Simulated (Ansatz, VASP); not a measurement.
PbSe in VASP and in Ansatz

The input INCAR:

```
ALGO = Normal
EDIFF = 1E-6
ENCUT = 520
GGA = PE
ISIF = 2
ISMEAR = -1
LASPH = True
LCHARG = False
LREAL = False
LWAVE = False
NBANDS = 17
NELM = 60
PREC = Accurate
SIGMA = 0.05
```

KPOINTS

```
k-points
0
Gamma
  8 8 8
```

The input POSCAR:

```
PbSe
1.0
    0.0000000000      3.0606500000      3.0606500000
    3.0606500000      0.0000000000      3.0606500000
    3.0606500000      3.0606500000      0.0000000000
Pb Se
1 1
Direct
   -0.0022480000     -0.0031650000     -0.0006020000
    0.5030880000      0.4999950000      0.4926990000
```

Contents of input.yaml:

```yaml
crystal:
  lattice:
    - [0.0, 3.06065, 3.06065]
    - [3.06065, 0.0, 3.06065]
    - [3.06065, 3.06065, 0.0]
  atoms:
    - { symbol: Pb, position: [-0.002248, -0.003165, -0.000602] }
    - { symbol: Se, position: [0.503088, 0.499995, 0.492699] }
hamiltonian:
  xc: pbe
  pseudopotentials: { kind: paw, azcp: { folder: soft_1 } }
kpoints:
  mp_grid: { grid: [8, 8, 8] }
scf:
  occupations: { method: fermi_dirac, width: 0.05 }
output:
  forces: true
  stress: true
  eigenvalues: true
  write_density: true
  write_potential: true
  elf: true
  volumetric_format: npy
```

Change from the starting cell: atoms moved at random, drawn with an rms of 0.05 Å.

Alike in both runs: task single point; functional PBE; k mesh 8 × 8 × 8; occupations fermi-dirac, width 0.05 eV; no spin polarisation.

|  | VASP | Ansatz |
| --- | --- | --- |
| version | VASP 6.6.1 | Ansatz 0.2.0 |
| potentials or method | VASP PAW PBE potentials, release 64 (Pb_d, Se) | Ansatz PAW soft_1 |
| plane-wave cutoff (eV) | 520 | 420 |
| valence electrons in the cell | 20 | 30 |

|  | VASP | Ansatz | Ansatz less VASP |
| --- | --- | --- | --- |
| gap on the k mesh at the Fermi level (eV) | 0.29 | 0.30 | +0.003 |
| least direct gap on the mesh (eV) | 0.29 | 0.30 | +0.003 |
| pressure (GPa) | 2.4 | 2.4 | +0.02 |
| rms of the force components (eV/Å) | 0.010 | 0.010 | -0.0002 |

Atom by atom the forces differ by 0.000 eV/Å (rms over components). With one functional, cell and mesh, what is left measures potentials, basis and numerics. VASP's potentials hold 20 valence electrons a cell and Ansatz's 30, so a difference there can come from the potentials and not from the codes.

Spin-orbit coupling is off throughout.
